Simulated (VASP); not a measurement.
# MnO (Fm-3m) in VASP: a series of runs

The runs below take MnO through single point, with PBEsol.

All numbers are computed with VASP 6.6.1; they aren't measurements. Logs are shortened: lines on timing, memory, paths and dates and some standing lists are left out, and cuts for length are marked.

**1. The cell of the first run**

The structure is cubic, space group Fm-3m (No. 225). The conventional cell has a = 4.444 Å, b = 4.444 Å, c = 4.444 Å, α = 90.00°, β = 90.00°, γ = 90.00°. Mn (site symmetry m-3m) has 6 O at 2.22 Å within 2.9 Å. Within 2.9 Å of O (site symmetry m-3m) lie 6 Mn at 2.22 Å.

**2. Single point, PBEsol, collinear spin, ferromagnetic start**

Contents of INCAR:

```
SYSTEM = MnO
  ALGO = Normal
  EDIFF = 1E-6
  ENCUT = 520
  GGA = PS
  ISIF = 2
  ISMEAR = 0
  ISPIN = 2
  LASPH = .True.
  LCHARG = .False.
  LMAXMIX = 4
  LORBIT = 11
  LREAL = .False.
  LWAVE = .False.
  MAGMOM = 4.41 0.25
  NBANDS = 20
  NELM = 150
  PREC = Accurate
  SIGMA = 0.15
```

Contents of KPOINTS:

```
k-points
0
Gamma
  18 18 18
  0 0 0
```

Contents of POSCAR:

```
MnO
1.0
    0.0000000000      2.2220000000      2.2220000000
    2.2220000000      0.0000000000      2.2220000000
    2.2220000000      2.2220000000      0.0000000000
Mn O
1 1
Direct
    0.0000000000      0.0000000000      0.0000000000
    0.5000000000      0.5000000000      0.5000000000
```

Potentials or basis: VASP PAW PBE potentials, release 64 (Mn_pv, O).

Started as:

```sh
$ cat potpaw_PBE.64/Mn_pv/POTCAR potpaw_PBE.64/O/POTCAR > POTCAR
$ mpirun -np 1 vasp_std > vasp.out
```

OUTCAR:

```text
SYSTEM = MnO
   EDIFF = 1E-6
   ENCUT = 520
   GGA = PS
   ISIF = 2
   ISMEAR = 0
   ISPIN = 2
   LASPH = .True.
   LORBIT = 11
   LREAL = .False.
   NELM = 150
   PREC = Accurate

 ion  position               nearest neighbor table
   1  0.000  0.000  0.000-   2 2.22   2 2.22   2 2.22   2 2.22   2 2.22   2 2.22
   2  0.500  0.500  0.500-   1 2.22   1 2.22   1 2.22   1 2.22   1 2.22   1 2.22

  LATTYP: Found a face centered cubic cell.
 ALAT       =     4.4440000000

  Lattice vectors:

 A1 = (   0.0000000000,   2.2220000000,   2.2220000000)
 A2 = (   2.2220000000,   0.0000000000,   2.2220000000)
 A3 = (   2.2220000000,   2.2220000000,   0.0000000000)

Analysis of symmetry for initial positions (statically):
=====================================================================
 Subroutine PRICEL returns:
 Original cell was already a primitive cell.

 Routine SETGRP: Setting up the symmetry group for a
 face centered cubic supercell.

 Subroutine GETGRP returns: Found 48 space group operations
 (whereof 48 operations were pure point group operations)
 out of a pool of 48 trial point group operations.

The static configuration has the point symmetry O_h .

Analysis of symmetry for dynamics (positions and initial velocities):
=====================================================================
 Subroutine PRICEL returns:
 Original cell was already a primitive cell.

 Routine SETGRP: Setting up the symmetry group for a
 face centered cubic supercell.

 Subroutine GETGRP returns: Found 48 space group operations
 (whereof 48 operations were pure point group operations)
 out of a pool of 48 trial point group operations.

The dynamic configuration has the point symmetry O_h .

Analysis of structural, dynamic, and magnetic symmetry:
=====================================================================
 Subroutine PRICEL returns:
 Original cell was already a primitive cell.

 Routine SETGRP: Setting up the symmetry group for a
 face centered cubic supercell.

 Subroutine GETGRP returns: Found 48 space group operations
 (whereof 48 operations were pure point group operations)
 out of a pool of 48 trial point group operations.

The overall configuration has the point symmetry O_h .

 Subroutine INISYM returns: Found 48 space group operations
 (whereof 48 operations are pure point group operations),
 and found     1 'primitive' translations

----------------------------------------------------------------------------------------

                                     Primitive cell
[... 113 lines left out ...]
  Fermi-wavevector in a.u.,A,eV,Ry     =   1.560410  2.948747 33.128533  2.434878
  Thomas-Fermi vector in A             =   2.663626
   LORBIT       =     11    0 simple, 1 ext, 2 COOP (PROOUT), +10 PAW based schemes
   GGA     = PS    functional components
   LHFCALC =     F    Hartree Fock is set to
   AEXX    =    0.0000 exact exchange contribution
   IVDW    =     0    specifies the selected vdW correction
   LEPSILON=     F    determine dielectric tensor
   LRPA    =     F    only Hartree local field effects (RPA)
 spin polarized calculation
 Gauss-broadening in eV      SIGMA  =   0.15
  energy-cutoff  :      520.00
  volume of cell :       21.94
 maximum number of plane-waves:       609
   NGX = 11   NGY = 11   NGZ = 11

 number of electron      18.9999992 magnetization       4.7242449

 Free energy of the ion-electron system (eV)
  ---------------------------------------------------
  ext. energy  EPLUGINS =         0.00000000
  ---------------------------------------------------
  free energy    TOTEN  =       -17.22213404 eV

  energy without entropy =      -17.21144468  energy(sigma->0) =      -17.21678936

 E-fermi :   7.4062     XC(G=0): -12.1143

 val. band max:        7.3954433024   @ k =   0.3889   0.0000   0.0000
 cond. band min:       7.4218872182   @ k =  -0.2778   0.2778   0.0556
 fundamental gap:      0.0264439158
 Fermi energy:         7.4062079359

 spin component 1

 k-point     1 :       0.0000    0.0000    0.0000
  band No.  band energies     occupation
      1     -42.7827      1.00000
      2     -42.7827      1.00000
      3     -42.7827      1.00000
      4     -12.8330      1.00000
      5       3.6179      1.00000
      6       3.6179      1.00000
[... 541 lines left out ...]
     19      27.5127      0.00000
     20      31.4241      0.00000

 [... further k-points ...]

 spin component 2

 k-point     1 :       0.0000    0.0000    0.0000
  band No.  band energies     occupation
      1     -38.2105      1.00000
      2     -38.2105      1.00000
      3     -38.2105      1.00000
      4     -12.3704      1.00000
      5       4.0337      1.00000
      6       4.0337      1.00000
[... 541 lines left out ...]
     19      29.0716      0.00000
     20      32.9500      0.00000

 [... further k-points ...]

------------------------ aborting loop because EDIFF is reached ----------------------------------------

  FORCE on cell =-STRESS in cart. coord.  units (eV):
  Direction    XX          YY          ZZ          XY          YZ          ZX
  --------------------------------------------------------------------------------------
  -------------------------------------------------------------------------------------
  Total       -1.0120248     -1.0120248     -1.0120248      0.0000000      0.0000000      0.0000000
  in kB      -73.8991736    -73.8991736    -73.8991736      0.0000000      0.0000000      0.0000000
  external PRESSURE =     -73.8991736 kB  Pullay stress =       0.0000000 kB

 VOLUME and BASIS-vectors are now :
 -----------------------------------------------------------------------------
  energy-cutoff  :      520.00
  volume of cell :       21.94
      direct lattice vectors                 reciprocal lattice vectors
     0.000000000  2.222000000  2.222000000    -0.225022502  0.225022502  0.225022502
     2.222000000  0.000000000  2.222000000     0.225022502 -0.225022502  0.225022502
     2.222000000  2.222000000  0.000000000     0.225022502  0.225022502 -0.225022502

 POSITION                                       TOTAL-FORCE (eV/Angst)
 -----------------------------------------------------------------------------------
      0.00000      0.00000      0.00000        -0.000000      0.000000     -0.000000
      2.22200      2.22200      2.22200         0.000000      0.000000      0.000000
 -----------------------------------------------------------------------------------
    total drift:                                0.000000     -0.000000     -0.000000

  FREE ENERGIE OF THE ION-ELECTRON SYSTEM (eV)
  ---------------------------------------------------
  free  energy   TOTEN  =       -17.2221340414 eV

  energy  without entropy=      -17.2114446770  energy(sigma->0) =      -17.21678936

 total charge

# of ion       s       p       d       tot
------------------------------------------
    1        0.206   6.180   4.974  11.360
    2        1.557   3.390   0.000   4.947
--------------------------------------------------
tot          1.763   9.570   4.974  16.307

 magnetization (x)

# of ion       s       p       d       tot
------------------------------------------
    1        0.034   0.026   4.229   4.288
    2        0.030   0.163   0.000   0.193
--------------------------------------------------
tot          0.064   0.189   4.229   4.481
```

OSZICAR:

```text
N       E                     dE             d eps       ncg     rms          rms(c)
DAV:   1     0.167039265434E+03    0.16704E+03   -0.10366E+04 15684   0.112E+03
DAV:   2    -0.111273496763E+02   -0.17817E+03   -0.16578E+03 16052   0.324E+02
DAV:   3    -0.193814279621E+02   -0.82541E+01   -0.81654E+01 17596   0.757E+01
DAV:   4    -0.194415352799E+02   -0.60107E-01   -0.60094E-01 17840   0.665E+00
DAV:   5    -0.194420525363E+02   -0.51726E-03   -0.51725E-03 17512   0.619E-01    0.134E+01
DAV:   6    -0.175134726171E+02    0.19286E+01   -0.92255E+00 21608   0.339E+01    0.126E+01
DAV:   7    -0.172384151622E+02    0.27506E+00   -0.11820E+00 18048   0.153E+01    0.756E+00
DAV:   8    -0.172347011022E+02    0.37141E-02   -0.11874E-01 17204   0.246E+00    0.455E+00
DAV:   9    -0.172183051907E+02    0.16396E-01   -0.27297E-02 17508   0.185E+00    0.117E+00
DAV:  10    -0.172221716657E+02   -0.38665E-02   -0.51451E-03 16572   0.831E-01    0.182E-01
DAV:  11    -0.172220898287E+02    0.81837E-04   -0.76846E-04 18036   0.245E-01    0.109E-01
DAV:  12    -0.172221279047E+02   -0.38076E-04   -0.40544E-05 17448   0.782E-02    0.295E-02
DAV:  13    -0.172221290449E+02   -0.11401E-05   -0.62489E-06 18132   0.217E-02    0.281E-02
DAV:  14    -0.172221341380E+02   -0.50931E-05   -0.36641E-06 16796   0.163E-02    0.550E-03
DAV:  15    -0.172221340414E+02    0.96542E-07   -0.27695E-07  8840   0.500E-03
   1 F= -.17222134E+02 E0= -.17216789E+02  d E =-.106894E-01  mag=     4.7242
```

stdout:

```text
POSCAR found type information on POSCAR MnO
 POSCAR found :  2 types and       2 ions
 scaLAPACK will be used
 -----------------------------------------------------------------------------
|                                                                             |
|                                                                             |
|     You enforced a specific xc type in the INCAR file but a different       |
|     I HOPE YOU KNOW WHAT YOU ARE DOING!                                     |
|                                                                             |
 -----------------------------------------------------------------------------

 LDA part: xc-table for (Slater+PW92), standard interpolation
 POSCAR, INCAR and KPOINTS ok, starting setup
 FFT: planning ... GRIDC
 FFT: planning ... GRID_SOFT
 FFT: planning ... GRID
 WAVECAR not read
 entering main loop
```

It took 76 s on 1 thread of Intel Xeon 6975P-C, shared host; peak memory 0.25 GiB.

Results:

* Free energy: -17.2221 eV
* Pressure: -7.4 GPa
* Net moment: 4.72 μB per cell
* Site moments: Mn +4.29; O +0.19 μB
* Valence electrons inside the program's atomic spheres: Mn 11.36; O 4.95

Levels at points of the mesh, in eV from the Fermi level:
Spin up:
```
           k point  band 9  band 10  band 11  band 12  band 13  band 14  band 15  band 16
(0.00, 0.00, 0.00)   -3.20    -3.20    -2.68    -2.68    -0.59    13.79    16.20    16.20
(0.50, 0.00, 0.00)   -2.29    -1.86     0.23     0.23     3.35     7.68    11.74    11.74
(0.50, 0.50, 0.00)   -2.25    -2.01    -2.01    -1.89     4.93     7.72    10.29    13.55
```
Spin down:
```tsv
k point	band 5	band 6	band 7	band 8	band 9	band 10
(0.00, 0.00, 0.00)	-3.37	-3.37	-3.37	0.68	0.68	0.68
(0.50, 0.00, 0.00)	-7.44	-4.88	-4.88	1.88	1.92	1.92
(0.50, 0.50, 0.00)	-6.47	-4.36	-4.36	-0.92	1.91	2.12
```

Caveat: the PAW data sets were made with another functional, which shifts forces and pressure a little; a cell with one magnetic atom can't hold antiferromagnetic order, which such compounds often take; semilocal functionals often make such compounds metallic where correlation or magnetic order opens a gap, which also shifts bond lengths. With open d or f shells a metallic result of PBEsol can be an artefact of self-interaction; +U or a hybrid may open a gap.

**3. Single point, PBEsol, collinear spin, ferromagnetic start**

Contents of INCAR:

```
PREC = Accurate
ENCUT = 520
EDIFF = 1E-7
ISMEAR = 0
SIGMA = 0.15
LREAL = False
LASPH = True
NELM = 150
ALGO = Normal
ISIF = 2
LWAVE = False
LCHARG = False
ISPIN = 2
MAGMOM = 4.41 0.25
LORBIT = 11
LMAXMIX = 4
GGA = PS
NBANDS = 20
```

Contents of KPOINTS:

```
Automatic mesh
0
Gamma
  20 20 20
```

POSCAR is that of step 2.

Potentials or basis: VASP PAW PBE potentials, release 64 (Mn_pv, O).

Started as:

```sh
$ cat potpaw_PBE.64/Mn_pv/POTCAR potpaw_PBE.64/O/POTCAR > POTCAR
$ mpirun -np 1 vasp_std > vasp.out
```

Run time: 86 s. Hardware: 1 thread of Intel Xeon 6975P-C, shared host; peak memory 0.28 GiB.

It converged, with:

```
Free energy                                           : -17.2220 eV
Pressure                                              : -7.4 GPa
Net moment                                            : 4.73 μB per cell
Site moments                                          : Mn +4.29; O +0.19 μB
Valence electrons inside the program's atomic spheres : Mn 11.36; O 4.95
```

Levels at points of the mesh, in eV from the Fermi level:
Spin up:
```tsv
k point	band 8	band 9	band 10	band 11	band 12	band 13	band 14	band 15	band 16	band 17
(0.00, 0.00, 0.00)	-3.21	-3.21	-3.21	-2.68	-2.68	-0.59	13.79	16.20	16.20	16.20
(0.50, 0.00, 0.00)	-2.29	-2.29	-1.86	0.23	0.23	3.34	7.68	11.74	11.74	18.35
(0.50, 0.50, 0.00)	-4.23	-2.25	-2.01	-2.01	-1.89	4.92	7.72	10.29	13.55	13.55
```
Spin down:
| k point | band 3 | band 4 | band 5 | band 6 | band 7 | band 8 | band 9 | band 10 | band 11 | band 12 |
| --- | --- | --- | --- | --- | --- | --- | --- | --- | --- | --- |
| (0.00, 0.00, 0.00) | -45.62 | -19.78 | -3.37 | -3.37 | -3.37 | 0.68 | 0.68 | 0.68 | 0.69 | 1.32 |
| (0.50, 0.00, 0.00) | -45.63 | -18.80 | -7.44 | -4.88 | -4.88 | 1.88 | 1.92 | 1.92 | 3.61 | 3.61 |
| (0.50, 0.50, 0.00) | -45.65 | -18.83 | -6.47 | -4.36 | -4.36 | -0.92 | 1.91 | 2.12 | 2.36 | 2.36 |

Caveat: the PAW data sets were made with another functional, which shifts forces and pressure a little; a cell with one magnetic atom can't hold antiferromagnetic order, which such compounds often take; semilocal functionals often make such compounds metallic where correlation or magnetic order opens a gap, which also shifts bond lengths. With open d or f shells a metallic result of PBEsol can be an artefact of self-interaction; +U or a hybrid may open a gap.
